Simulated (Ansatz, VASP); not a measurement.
## Two plane-wave programs on Fe

INCAR

```
SYSTEM = Fe
ALGO = Normal
EDIFF = 1E-6
ENCUT = 520
GGA = PE
ISIF = 2
ISMEAR = -1
LASPH = .TRUE.
LCHARG = .TRUE.
LELF = .TRUE.
LREAL = .FALSE.
LVHAR = .TRUE.
LWAVE = .FALSE.
NBANDS = 15
NELM = 60
PREC = Accurate
SIGMA = 0.1
```

KPOINTS

```
k-points
0
G
  24 24 13
  0 0 0
```

POSCAR

```
Fe
1.0
    2.4282822159      0.0000000000      0.0000000000
   -1.2141411080      2.1029540865      0.0000000000
    0.0000000000      0.0000000000      3.8399669966
Fe
2
Direct
    0.3333333333      0.6666666667      0.2500000000
    0.6666666667      0.3333333333      0.7500000000
```

Input for Ansatz:

```yaml
crystal:
  lattice:
    - [2.4282822159, 0.0, 0.0]
    - [-1.214141108, 2.1029540865, 0.0]
    - [0.0, 0.0, 3.8399669966]
  atoms:
    - { symbol: Fe, position: [0.3333333333, 0.6666666667, 0.25] }
    - { symbol: Fe, position: [0.6666666667, 0.3333333333, 0.75] }
hamiltonian:
  xc: pbe
  pseudopotentials:
    kind: paw
    azcp:
      Fe: "pseudopotentials/Fe.paw.azcp"
basis:
  ecutwfc: 420
  fft_grid_basis: typed
kpoints:
  mp_grid: { grid: [24, 24, 13], shift: [0, 0, 0] }
magnetization:
  spin_polarized: false
scf:
  occupations: { method: fermi_dirac, width: 0.1 }
output:
  stress: true
```

Alike in both runs: task single point; functional PBE; k mesh 24 × 24 × 13; occupations fermi-dirac, width 0.1 eV; no spin polarisation.

|  | VASP | Ansatz |
| --- | --- | --- |
| version | VASP 6.6.1 | Ansatz 0.2.0 |
| potentials or method | VASP PAW PBE potentials, release 64 (Fe), cutoff 520 eV | plane waves (420 eV) with PAW, scalar-relativistic |
| valence electrons in the cell | 16 | 32 |

```csv
,VASP,Ansatz,Ansatz less VASP
pressure (GPa),12.1,12.9,+0.83
"traceless stress, the component that is largest in VASP (GPa)",0.28,0.44,+0.160
```

The functional is the same, so the differences come from potentials, cutoffs and numerics. VASP's potentials hold 16 valence electrons a cell and Ansatz's 32, so a difference there can come from the potentials and not from the codes.
